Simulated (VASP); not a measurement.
Here is a VASP 6.6.1 calculation.

File INCAR:

```
  PREC = Accurate
  ENCUT = 750
  EDIFF = 1E-6
  ISMEAR = 0
  SIGMA = 0.1
  LREAL = F
  LASPH = T
  NELM = 200
  ALGO = Normal
  ISIF = 2
  LWAVE = F
  LCHARG = F
  GGA = PE
  NBANDS = 17
  GGA_COMPAT = F
  LMAXMIX = 6
```

Contents of KPOINTS:

```
Automatic mesh
0
Gamma
  14 14 6
```

The input POSCAR:

```
Li3Dy
1.0
    3.4350810369      0.0000000000      0.0000000000
    0.0000000000      3.4482209626      0.0000000000
    0.0000000000      0.0000000000      7.6369021413
Li Dy
3 1
Direct
    0.0000000000      0.0000000000      0.2091766218
    0.5000000000      0.5000000000      0.0000000000
    0.0000000000      0.0000000000      0.7908233782
    0.5000000000      0.5000000000      0.5000000000
```

Potentials or basis: VASP PAW PBE potentials, release 64 (Li_sv, Dy_3), 4f in core.

Command:

```sh
$ cat potpaw_PBE.64/Li_sv/POTCAR potpaw_PBE.64/Dy_3/POTCAR > POTCAR
$ mpirun -np 1 vasp_std > vasp.out
```

Problem. Estimate the largest force.

Solution. 0.014 eV/Å.

Problem. What does it give for the pressure?

Solution. 0.0 GPa.

Problem. Predict the band gap on the k mesh.

Solution. Zero (bands 9 and 10 overlap by 0.81 eV).

Forces in eV/Å, atoms in the order of the input:
```
Li   0.000  0.000 -0.014
Li   0.000  0.000  0.000
Li   0.000  0.000  0.014
Dy   0.000  0.000  0.000
```

Caveat: spin-orbit coupling is left out, which moves the levels of the heavy elements; the 4f electrons are frozen in the core, so they carry no moment and show no levels. Spin polarisation is off, so any magnetic state and its effect on volume and gap are missing.
